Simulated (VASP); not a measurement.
Wanted: the native input for a VASP 6.6.1 run.

| Item | Value |
| --- | --- |
| Task | single point |
| Functional | BLYP |
| Potentials or basis | VASP PAW PBE potentials, release 64 (Ag) |
| Cutoff | 520 eV |
| k mesh | 14 × 14 × 4 |
| Occupations | fermi-dirac, width 0.1 eV |
| Spin | no spin polarisation |
| Dipole correction | no |
| Further INCAR settings | ALGO = Normal; EDIFF = 1e-06; NBANDS = 30 |

The structure of Ag lies in POSCAR:

```
Ag
1.0
    2.9183363865      0.0000000000      0.0000000000
   -1.4591681932      2.5273534475      0.0000000000
    0.0000000000      0.0000000000      9.6303454527
Ag
4
Direct
    0.3333333333      0.6666666667      0.2500000000
    0.6666666667      0.3333333333      0.7500000000
    0.0000000000      1.0000000000      1.0000000000
    0.0000000000      1.0000000000      0.5000000000
```

This isn't the form of Ag at room conditions, which is fcc.

One way to write it, as run:

INCAR

```
SYSTEM = Ag
PREC = Accurate
ENCUT = 520
EDIFF = 1E-6
ISMEAR = -1
SIGMA = 0.1
LREAL = .False.
LASPH = .True.
NELM = 100
ALGO = Normal
ISIF = 2
LWAVE = .False.
LCHARG = .False.
GGA = B5
ALDAX = 1.0
AGGAX = 1.0
AGGAC = 1.0
ALDAC = 0.0
NBANDS = 30
```

KPOINTS

```
regular mesh
0
Gamma
  14 14 4
  0 0 0
```

Potentials or basis: VASP PAW PBE potentials, release 64 (Ag).

Launch:

```bash
$ cat potpaw_PBE.64/Ag/POTCAR > POTCAR
$ mpirun -np 1 vasp_std > vasp.out
```

It gave:

```json
{
  "Pressure": "7.6 GPa",
  "Band gap on the k mesh": "zero (bands 22 and 23 overlap by 6.01 eV)"
}
```

Caveat: the cell stands under pressure; the PAW data sets were made with another functional, which shifts forces and pressure a little.

It took 100 s on 1 thread of AMD EPYC 9R45 96-Core Processor (Zen 5) (shared host), peak memory 0.23 GiB.
